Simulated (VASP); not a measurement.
# DyC3 (P-1) in VASP: further runs

Runs on DyC3. Level: PBE. Tasks: single point.

Everything below comes from runs of VASP 6.6.1. Logs are shortened: lines on timing, memory, paths and dates and some standing lists are left out, and cuts for length are marked.

## 1. The cell of the first run

The typed cell holds 4 atoms: a = 3.903 Å, b = 3.820 Å, c = 4.838 Å, α = 109.54°, β = 127.08°, γ = 97.56°.

The cell was built from a structure type or drawn by symmetry, and may not be a known phase.

## 2. Single point, PBE

INCAR reads:

```
  ALGO = Normal
  EDIFF = 1E-6
  ENCUT = 600
  GGA = PE
  GGA_COMPAT = F
  ISIF = 2
  ISMEAR = 0
  LASPH = T
  LCHARG = F
  LMAXMIX = 6
  LREAL = F
  LWAVE = F
  NBANDS = 18
  NELM = 200
  PREC = Accurate
  SIGMA = 0.2
```

KPOINTS reads:

```
k-points
0
Gamma
  6 5 5
```

POSCAR reads:

```
DyC3
1.0
    3.8752277194      0.2676415417     -0.3794702988
   -0.7805392966      3.7355971116     -0.1664374904
   -2.4403373380     -2.0012459346      3.6665401875
Dy C
1 3
Direct
    0.5000000000      0.5000000000      0.0000000000
    0.5897698414      0.1642347303      0.4750755757
    0.4102301586      0.8357652697      0.5249244243
    0.5000000000      0.5000000000      0.5000000000
```

Potentials or basis: VASP PAW PBE potentials, release 64 (Dy_3, C), 4f in core.

On the command line:

```console
> cat potpaw_PBE.64/Dy_3/POTCAR potpaw_PBE.64/C/POTCAR > POTCAR
> mpirun -np 1 vasp_std > vasp.out
```

OUTCAR:

```text
EDIFF = 1E-6
   ENCUT = 600
   GGA = PE
   ISIF = 2
   ISMEAR = 0
   LASPH = T
   LREAL = F
   NELM = 200
   PREC = Accurate

 ion  position               nearest neighbor table
   1  0.500  0.500  0.000-   4 2.42   4 2.42   2 2.54   3 2.54   2 2.60   3 2.60   3 2.69   2 2.69
                             2 2.86   3 2.86
   2  0.590  0.164  0.475-   4 1.36   3 1.52   1 2.54   1 2.60   1 2.69   1 2.86
   3  0.410  0.836  0.525-   4 1.36   2 1.52   1 2.54   1 2.60   1 2.69   1 2.86
   4  0.500  0.500  0.500-   2 1.36   3 1.36   1 2.42   1 2.42

  LATTYP: Found a triclinic cell.
 ALAT       =     5.0628785479
 B/A-ratio  =     0.7708954650
 C/A-ratio  =     1.2749067707
 COS(alpha) =     0.0029540654
 COS(beta)  =     0.6333484651
 COS(gamma) =     0.6753806340

  Lattice vectors:

 A1 = (   3.2208766346,  -1.7343511770,  -3.5001026971)
 A2 = (   3.8752277194,   0.2676415417,  -0.3794702988)
 A3 = (   0.1261882118,  -5.7375898303,  -2.9541949079)

Analysis of symmetry for initial positions (statically):
=====================================================================
 Subroutine PRICEL returns:
 Original cell was already a primitive cell.

 Routine SETGRP: Setting up the symmetry group for a
 triclinic supercell.

 Subroutine GETGRP returns: Found  2 space group operations
 (whereof  2 operations were pure point group operations)
 out of a pool of  2 trial point group operations.

The static configuration has the point symmetry S_2 .

Analysis of symmetry for dynamics (positions and initial velocities):
=====================================================================
 Subroutine PRICEL returns:
 Original cell was already a primitive cell.

 Routine SETGRP: Setting up the symmetry group for a
 triclinic supercell.

 Subroutine GETGRP returns: Found  2 space group operations
 (whereof  2 operations were pure point group operations)
 out of a pool of  2 trial point group operations.

The dynamic configuration has the point symmetry S_2 .

 Subroutine INISYM returns: Found  2 space group operations
 (whereof  2 operations are pure point group operations),
 and found     1 'primitive' translations

[... 94 lines left out ...]
   LSORBIT =      F    spin-orbit coupling
   LASPH  =      T    aspherical Exc in radial PAW
   ENCUT  =  600.0 eV  44.10 Ry    6.64 a.u.   7.80  7.63  9.66*2*pi/ulx,y,z
   NELM   =    200;   NELMIN=  2; NELMDL= -5     # of ELM steps
   EDIFF  = 0.1E-05   stopping-criterion for ELM
   LREAL  =      F    real-space projection
   EDIFFG = 0.1E-04   stopping-criterion for IOM
   NSW    =      0    number of steps for IOM
   IBRION =     -1    ionic relax: 0-MD 1-quasi-New 2-CG
   NFREE  =      0    steps in history (QN), initial steepest desc. (CG)
   ISIF   =      2    stress and relaxation
   ISYM   =      2    0-nonsym 1-usesym 2-fastsym
   POTIM  = 0.5000    time-step for ionic-motion
   TEBEG  =    0.0;   TEEND  =   0.0 temperature during run
   PSTRESS=    0.0 pullay stress
   NELECT =      21.0000    total number of electrons
   NUPDOWN=      -1.0000    fix difference up-down
   EMIN   =  10.00;   EMAX   =-10.00  energy-range for DOS
   EFERMI =   0.00;   METHOD = LEGACY
   ISMEAR =     0;   SIGMA  =   0.20  broadening in eV -4-tet -1-fermi 0-gaus
   EFERMI_NEDOS =   21; number of points for ismear=-14 and -15
   IALGO  =     38    algorithm
   IMIX   =      4    mixing-type and parameters
     AMIX     =   0.40;   BMIX     =  1.00
     AMIX_MAG =   1.60;   BMIX_MAG =  1.00
  volume/ion in A,a.u.               =      12.15        82.01
  Fermi-wavevector in a.u.,A,eV,Ry     =   1.237581  2.338688 20.838761  1.531606
  Thomas-Fermi vector in A             =   2.372142
   LORBIT       =      0    0 simple, 1 ext, 2 COOP (PROOUT), +10 PAW based schemes
   GGA     = PE    functional components
   LHFCALC =     F    Hartree Fock is set to
   AEXX    =    0.0000 exact exchange contribution
   IVDW    =     0    specifies the selected vdW correction
   LEPSILON=     F    determine dielectric tensor
   LRPA    =     F    only Hartree local field effects (RPA)
 non-spin polarized calculation
 Gauss-broadening in eV      SIGMA  =   0.20
  energy-cutoff  :      600.00
  volume of cell :       48.61
 maximum number of plane-waves:      1638
   NGX = 15   NGY = 15   NGZ = 19

 number of electron      21.0000000 magnetization

 Free energy of the ion-electron system (eV)
  ---------------------------------------------------
  ext. energy  EPLUGINS =         0.00000000
  ---------------------------------------------------
  free energy    TOTEN  =       -31.41356497 eV

  energy without entropy =      -31.39203632  energy(sigma->0) =      -31.40280065

 E-fermi :   5.7843     XC(G=0): -10.9940

 val. band max:        5.7701217580   @ k =  -0.3333  -0.0000   0.4000
 cond. band min:       5.8005739814   @ k =  -0.1667  -0.4000   0.4000
 fundamental gap:      0.0304522234
 Fermi energy:         5.7843491941

 k-point     1 :       0.0000    0.0000    0.0000
  band No.  band energies     occupation
      1     -18.1331      2.00000
      2     -17.9005      2.00000
      3     -17.8129      2.00000
      4     -11.9707      2.00000
      5      -6.3699      2.00000
      6      -4.5569      2.00000
[... 481 lines left out ...]
      5      -7.7474      2.00000
      6      -3.4940      2.00000
[... 10 lines left out ...]
     17      12.9899      0.00000
     18      14.0469      0.00000

 [... further k-points ...]

------------------------ aborting loop because EDIFF is reached ----------------------------------------

  FORCE on cell =-STRESS in cart. coord.  units (eV):
  Direction    XX          YY          ZZ          XY          YZ          ZX
  --------------------------------------------------------------------------------------
  -------------------------------------------------------------------------------------
  Total        0.1549102      0.0546262      0.0664602      0.0770218     -0.0655660     -0.0833115
  in kB        5.1058421      1.8004808      2.1905291      2.5386373     -2.1610552     -2.7459486
  external PRESSURE =       3.0322840 kB  Pullay stress =       0.0000000 kB

 VOLUME and BASIS-vectors are now :
 -----------------------------------------------------------------------------
  energy-cutoff  :      600.00
  volume of cell :       48.61
      direct lattice vectors                 reciprocal lattice vectors
     3.875227719  0.267641542 -0.379470299     0.274916789  0.067230191  0.219671355
    -0.780539297  3.735597112 -0.166437490    -0.004565033  0.273250622  0.146105443
    -2.440337338 -2.001245935  3.666540187     0.028245419  0.019361852  0.302103924

 POSITION                                       TOTAL-FORCE (eV/Angst)
 -----------------------------------------------------------------------------------
      1.54734      2.00162     -0.27295         0.000000      0.000000      0.000000
      0.99796     -0.17938      1.49075         0.017512      0.023125     -0.024106
     -0.34361      2.18137      1.62988        -0.017512     -0.023125      0.024106
      0.32718      1.00100      1.56032         0.000000      0.000000      0.000000
 -----------------------------------------------------------------------------------
    total drift:                               -0.000000     -0.000000      0.000000

  FREE ENERGIE OF THE ION-ELECTRON SYSTEM (eV)
  ---------------------------------------------------
  free  energy   TOTEN  =       -31.4135649731 eV

  energy  without entropy=      -31.3920363219  energy(sigma->0) =      -31.40280065
```

OSZICAR:

```text
N       E                     dE             d eps       ncg     rms          rms(c)
DAV:   1     0.111058120541E+03    0.11106E+03   -0.10570E+04  2736   0.120E+03
DAV:   2    -0.227321624798E+02   -0.13379E+03   -0.12892E+03  2810   0.317E+02
DAV:   3    -0.342189117609E+02   -0.11487E+02   -0.11197E+02  3958   0.701E+01
DAV:   4    -0.345498375906E+02   -0.33093E+00   -0.32885E+00  3494   0.128E+01
DAV:   5    -0.345585087503E+02   -0.86712E-02   -0.86641E-02  3836   0.208E+00    0.226E+01
DAV:   6    -0.315002609369E+02    0.30582E+01   -0.76923E+00  3968   0.152E+01    0.170E+01
DAV:   7    -0.314209005394E+02    0.79360E-01   -0.11262E+00  4064   0.605E+00    0.938E+00
DAV:   8    -0.314253435841E+02   -0.44430E-02   -0.24487E-01  4160   0.282E+00    0.132E+00
DAV:   9    -0.314133277783E+02    0.12016E-01   -0.46416E-02  4116   0.120E+00    0.246E-01
DAV:  10    -0.314135092882E+02   -0.18151E-03   -0.28042E-03  3588   0.339E-01    0.206E-01
DAV:  11    -0.314135616854E+02   -0.52397E-04   -0.23460E-04  3230   0.103E-01    0.298E-02
DAV:  12    -0.314135634701E+02   -0.17847E-05   -0.21031E-05  3866   0.303E-02    0.966E-03
DAV:  13    -0.314135649373E+02   -0.14673E-05   -0.32601E-06  2976   0.121E-02    0.421E-03
DAV:  14    -0.314135649731E+02   -0.35768E-07   -0.15459E-07  1708   0.305E-03
   1 F= -.31413565E+02 E0= -.31402801E+02  d E =-.215287E-01
```

It took 32 s on 1 thread of Intel Xeon 6975P-C (Granite Rapids), shared host; peak memory 0.24 GiB.

Results:

```yaml
Free_energy: -31.4136 eV
Pressure: 0.3 GPa
Largest_force: 0.038 eV/Å
Band_gap_on_the_k_mesh: zero (an odd number of electrons rules out a gap without spin polarisation)
```

Forces in eV/Å, atoms in the order of the input:
```
Dy   0.000  0.000  0.000
C    0.018  0.023 -0.024
C   -0.018 -0.023  0.024
C    0.000  0.000  0.000
```

Caveat: the k points lie up to 0.39 Å⁻¹ apart, too coarse for converged energies and pressures of a metal; spin-orbit coupling is left out, which moves the levels of the heavy elements; the 4f electrons are frozen in the core, so they carry no moment and show no levels. Spin polarisation is off, so any magnetic state and its effect on volume and gap are missing.

## 3. Single point, PBE

This run uses another cell than the first one, of the same volume but with other edges.

Changes to INCAR since step 2:

```diff
@@ -8,5 +8,7 @@
   LASPH = T
-  LCHARG = F
+  LCHARG = T
+  LELF = T
   LMAXMIX = 6
   LREAL = F
+  LVHAR = T
   LWAVE = F
@@ -15,2 +17,2 @@
   PREC = Accurate
-  SIGMA = 0.2
+  SIGMA = 0.1
```

KPOINTS reads:

```
k-points
0
Gamma
  6 6 4
```

POSCAR reads:

```
DyC3
1.0
    3.7649032860      0.0000000000      0.0000000000
   -1.7127933354      3.4143766345      0.0000000000
   -0.5013113028     -0.8260515533      3.7814475256
Dy C
1 3
Direct
    0.0000000000      0.5000000000      0.5000000000
    0.5249244243      0.6891591546      0.1146942658
    0.4750755757      0.3108408454      0.8853057342
    0.5000000000      0.0000000000      0.0000000000
```

Potentials or basis: VASP PAW PBE potentials, release 64 (Dy_3, C), 4f in core.

On the command line:

```console
> cat potpaw_PBE.64/Dy_3/POTCAR potpaw_PBE.64/C/POTCAR > POTCAR
> mpirun -np 1 vasp_std > vasp.out
```

OUTCAR:

```text
EDIFF = 1E-6
   ENCUT = 600
   GGA = PE
   ISIF = 2
   ISMEAR = 0
   LASPH = T
   LREAL = F
   NELM = 200
   PREC = Accurate

 ion  position               nearest neighbor table
   1  0.000  0.500  0.500-   4 2.42   4 2.42   2 2.54   3 2.54   3 2.60   2 2.60   2 2.69   3 2.69
                             3 2.86   2 2.86
   2  0.525  0.689  0.115-   4 1.36   3 1.52   1 2.54   1 2.60   1 2.69   1 2.86
   3  0.475  0.311  0.885-   4 1.36   2 1.52   1 2.54   1 2.60   1 2.69   1 2.86
[... 709 lines left out ...]
  FORCE on cell =-STRESS in cart. coord.  units (eV):
  Direction    XX          YY          ZZ          XY          YZ          ZX
  --------------------------------------------------------------------------------------
  -------------------------------------------------------------------------------------
  Total        0.1989895      0.0704170      0.1823646      0.0263846      0.3203464     -0.1331739
  in kB        6.5586946      2.3209448      6.0107391      0.8696363     10.5586176     -4.3894113
  external PRESSURE =       4.9634595 kB  Pullay stress =       0.0000000 kB

 VOLUME and BASIS-vectors are now :
 -----------------------------------------------------------------------------
  energy-cutoff  :      600.00
  volume of cell :       48.61
      direct lattice vectors                 reciprocal lattice vectors
     3.764903286  0.000000000  0.000000000     0.265611073  0.133241562  0.064318817
    -1.712793335  3.414376634  0.000000000     0.000000000  0.292879230  0.063979030
    -0.501311303 -0.826051553  3.781447526     0.000000000  0.000000000  0.264448996

 POSITION                                       TOTAL-FORCE (eV/Angst)
 -----------------------------------------------------------------------------------
     -1.10705      1.29416      1.89072        -0.000000     -0.000000      0.000000
      0.73840      2.25831      0.43371        -0.078665      0.191281      0.073960
      0.81239      0.33002      3.34774         0.078665     -0.191281     -0.073960
      1.88245      0.00000      0.00000         0.000000      0.000000      0.000000
 -----------------------------------------------------------------------------------
    total drift:                                0.000000      0.000000      0.000000

  FREE ENERGIE OF THE ION-ELECTRON SYSTEM (eV)
  ---------------------------------------------------
  free  energy   TOTEN  =       -31.3864088473 eV

  energy  without entropy=      -31.3784541648  energy(sigma->0) =      -31.38243151
```

OSZICAR:

```text
N       E                     dE             d eps       ncg     rms          rms(c)
DAV:   1     0.112686432714E+03    0.11269E+03   -0.10527E+04  2744   0.119E+03
DAV:   2    -0.220063327106E+02   -0.13469E+03   -0.13015E+03  2850   0.317E+02
DAV:   3    -0.341711814492E+02   -0.12165E+02   -0.11735E+02  3948   0.708E+01
DAV:   4    -0.345651784488E+02   -0.39400E+00   -0.39203E+00  3454   0.135E+01
DAV:   5    -0.345754375563E+02   -0.10259E-01   -0.10252E-01  3876   0.225E+00    0.224E+01
DAV:   6    -0.314698108259E+02    0.31056E+01   -0.77432E+00  3968   0.153E+01    0.173E+01
DAV:   7    -0.313927296313E+02    0.77081E-01   -0.11058E+00  4054   0.600E+00    0.973E+00
DAV:   8    -0.313994889222E+02   -0.67593E-02   -0.24920E-01  3970   0.281E+00    0.139E+00
DAV:   9    -0.313861124014E+02    0.13377E-01   -0.54756E-02  4014   0.127E+00    0.213E-01
DAV:  10    -0.313863380225E+02   -0.22562E-03   -0.24151E-03  3118   0.331E-01    0.188E-01
DAV:  11    -0.313864075116E+02   -0.69489E-04   -0.12757E-04  3780   0.851E-02    0.229E-02
DAV:  12    -0.313864074371E+02    0.74557E-07   -0.27012E-05  3910   0.314E-02    0.985E-03
DAV:  13    -0.313864088304E+02   -0.13933E-05   -0.33740E-06  3020   0.130E-02    0.691E-03
DAV:  14    -0.313864088473E+02   -0.16949E-07   -0.23713E-07  1704   0.326E-03
   1 F= -.31386409E+02 E0= -.31382432E+02  d E =-.795468E-02
```

stdout:

```text
POSCAR found type information on POSCAR DyC
 POSCAR found :  2 types and       4 ions
 scaLAPACK will be used
 LDA part: xc-table for (Slater+PW92), standard interpolation
 POSCAR, INCAR and KPOINTS ok, starting setup
 FFT: planning ... GRIDC
 FFT: planning ... GRID_SOFT
 FFT: planning ... GRID
 WAVECAR not read
 entering main loop
```

Wall time 30 s (1 thread of Intel Xeon 6975P-C (Granite Rapids), shared host); peak memory 0.23 GiB.

Results:

```yaml
Free_energy: -31.3864 eV
Pressure: 0.5 GPa
Largest_force: 0.220 eV/Å
Band_gap_on_the_k_mesh: zero (an odd number of electrons rules out a gap without spin polarisation)
```

Forces in eV/Å, atoms in the order of the input:
```
Dy   0.000  0.000  0.000
C   -0.079  0.191  0.074
C    0.079 -0.191 -0.074
C    0.000  0.000  0.000
```

Stress tensor (GPa, compression positive):
```
 0.66  0.09 -0.44
 0.09  0.23  1.06
-0.44  1.06  0.60
```

Levels at points of the mesh, in eV from the Fermi level:
| k point | band 9 | band 10 | band 11 | band 12 | band 13 | band 14 |
| --- | --- | --- | --- | --- | --- | --- |
| (0.00, 0.00, 0.00) | -4.28 | -1.80 | -0.07 | 0.16 | 1.47 | 2.36 |
| (0.50, 0.00, 0.00) | -2.58 | -1.88 | 0.99 | 1.25 | 2.12 | 3.79 |
| (0.00, 0.50, 0.00) | -4.55 | -3.89 | -1.28 | 2.28 | 3.42 | 3.62 |
| (0.50, 0.50, 0.00) | -4.89 | -3.43 | 0.18 | 1.23 | 3.16 | 3.74 |
| (0.00, 0.00, 0.50) | -2.37 | -1.16 | -0.68 | 0.53 | 1.47 | 3.36 |
| (0.50, 0.00, 0.50) | -3.56 | -0.82 | -0.23 | 2.89 | 3.15 | 4.16 |
| (0.00, 0.50, 0.50) | -4.28 | -4.11 | 1.88 | 3.18 | 3.46 | 3.90 |
| (0.50, 0.50, 0.50) | -5.11 | -3.97 | 1.33 | 2.45 | 3.80 | 4.73 |

Caveat: the k points lie up to 0.42 Å⁻¹ apart, too coarse for converged energies and pressures of a metal; spin-orbit coupling is left out, which moves the levels of the heavy elements; the 4f electrons are frozen in the core, so they carry no moment and show no levels. Spin polarisation is off, so any magnetic state and its effect on volume and gap are missing.
